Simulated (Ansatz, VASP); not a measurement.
# InGa3P4: VASP beside Ansatz

Contents of INCAR:

```
PREC     = Accurate       # precision mode
ENCUT    = 520            # plane-wave cutoff, eV
EDIFF    = 1E-6           # SCF threshold, eV
ISMEAR   = -1             # smearing method
SIGMA    = 0.02           # smearing width, eV
LREAL    = False          # projectors in reciprocal space
LASPH    = True           # aspherical terms in the spheres
NELM     = 60             # most SCF steps
ALGO     = Normal         # electronic algorithm
ISIF     = 2              # what is computed and relaxed
LWAVE    = False          # write WAVECAR
LCHARG   = False          # write CHGCAR
GGA      = PE             # functional
NBANDS   = 46             # bands
```

Contents of KPOINTS:

```
Automatic mesh
0
Gamma
  6 4 6
```

File POSCAR:

```
InGa3P4
1.0
    3.9271043277      0.0000000000      0.0000000000
    0.0000000000      7.8740410572      0.0000000000
    0.0000000000      0.0000000000      5.5704000966
Ga P In
3 4 1
Direct
    0.0000000000      0.7585191801     -0.0002179709
    0.5000000000      0.0000000000      0.4981748649
    0.0000000000      0.2414808199     -0.0002179709
    0.5000000000      0.7636839488      0.2396758093
    0.0000000000      0.0000000000      0.7412564338
    0.5000000000      0.2363160512      0.2396758093
    0.0000000000      0.5000000000      0.7817378620
    0.5000000000      0.5000000000      0.4999151624
```

Input for Ansatz:

```yaml
crystal:
  lattice:
    - [3.9271043277, 0.0, 0.0]
    - [0.0, 7.8740410572, 0.0]
    - [0.0, 0.0, 5.5704000966]
  atoms:
    - { symbol: Ga, position: [0.0, 0.7585191801, -0.0002179709] }
    - { symbol: P, position: [0.5, 0.7636839488, 0.2396758093] }
    - { symbol: Ga, position: [0.5, 0.0, 0.4981748649] }
    - { symbol: P, position: [0.0, 0.0, 0.7412564338] }
    - { symbol: Ga, position: [0.0, 0.2414808199, -0.0002179709] }
    - { symbol: P, position: [0.5, 0.2363160512, 0.2396758093] }
    - { symbol: In, position: [0.5, 0.5, 0.4999151624] }
    - { symbol: P, position: [0.0, 0.5, 0.781737862] }
kpoints:
  mp_grid: { grid: [6, 4, 6] }
  band_path:
    path:
      - [[0.0, 0.0, 0.0], [0.5, 0.0, 0.0], [0.5, 0.5, 0.0], [0.0, 0.5, 0.0], [0.0, 0.0, 0.0], [0.0, 0.0, 0.5], [0.5, 0.0, 0.5], [0.5, 0.5, 0.5], [0.0, 0.5, 0.5], [0.0, 0.0, 0.5]]
      - [[0.5, 0.0, 0.0], [0.5, 0.0, 0.5]]
      - [[0.0, 0.5, 0.0], [0.0, 0.5, 0.5]]
      - [[0.5, 0.5, 0.0], [0.5, 0.5, 0.5]]
    npoints: 10
hamiltonian:
  xc: pbe
scf:
  occupations: { method: fermi_dirac, width: 0.02 }
  n_extra_bands: 6
output:
  forces: true
  stress: true
  eigenvalues: true
```

Alike in both runs: task single point; functional PBE; k mesh 6 × 4 × 6; occupations fermi-dirac, width 0.02 eV; no spin polarisation.

|  | VASP | Ansatz |
| --- | --- | --- |
| version | VASP 6.6.1 | Ansatz 0.2.0 |
| potentials or method | VASP PAW PBE potentials, release 64 (Ga_d, P, In_d) | plane waves, PAW |
| plane-wave cutoff (eV) | 520 | 420 |
| valence electrons in the cell | 72 | 72 |

```tsv
	VASP	Ansatz	Ansatz less VASP
gap on the k mesh at the Fermi level (eV)	1.29	1.29	+0.003
pressure (GPa)	2.2	2.2	+0.01
rms of the force components (eV/Å)	0.011	0.011	+0.0001
```

The functional is the same, so the differences come from potentials, cutoffs and numerics.
